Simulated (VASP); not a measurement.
Here is a VASP 6.6.1 calculation.

The input POSCAR:

```
AlNi
1.0
    2.8616638469      0.0000000000      0.0000000000
    0.0000000000      2.8616638469      0.0000000000
    0.0000000000      0.0000000000      2.8616638469
Ni Al
1 1
Direct
    0.5000000000      0.5000000000      0.5000000000
    0.0000000000      0.0000000000      0.0000000000
```

The input INCAR.step1:

```
SYSTEM = AlNi
ALGO = Normal ; EDIFF = 1E-4
ENCUT = 520 ; GGA = PE
ISMEAR = -1 ; ISPIN = 2
LASPH = .True. ; LCHARG = .False.
LMAXMIX = 4 ; LREAL = .False.
LWAVE = .True. ; MAGMOM = 1 0
NBANDS = 18 ; NELM = 150
PREC = Accurate ; SIGMA = 0.05
```

The input INCAR.step2:

```
SYSTEM = AlNi
ALGO = Normal ; EDIFF = 1E-6
ENCUT = 520 ; ISIF = 2
ISMEAR = -1 ; ISPIN = 2
ISTART = 1 ; LASPH = .True.
LCHARG = .True. ; LELF = .True.
LMAXMIX = 4 ; LMIXTAU = .True.
LORBIT = 11 ; LREAL = .False.
LVHAR = .True. ; LWAVE = .False.
MAGMOM = 1 0 ; METAGGA = R2SCAN
NBANDS = 18 ; NELM = 150
PREC = Accurate ; SIGMA = 0.05
```

The input KPOINTS:

```
k-points
0
Gamma
  9 9 9
  0 0 0
```

Potentials or basis: VASP PAW PBE potentials, release 64 (Ni, Al).

Run with:

```sh
$ cat potpaw_PBE.64/Ni/POTCAR potpaw_PBE.64/Al/POTCAR > POTCAR
$ cp INCAR.step1 INCAR
$ mpirun -np 1 vasp_std > vasp.out
$ cp INCAR.step2 INCAR
$ mpirun -np 1 vasp_std > vasp.out
```

(1) Estimate the net moment.

(2) Predict the pressure.

## Answers

(1) 0.00 μB per cell.

(2) 0.0 GPa.

Caveat: the PAW data sets were made with another functional, which shifts forces and pressure a little.
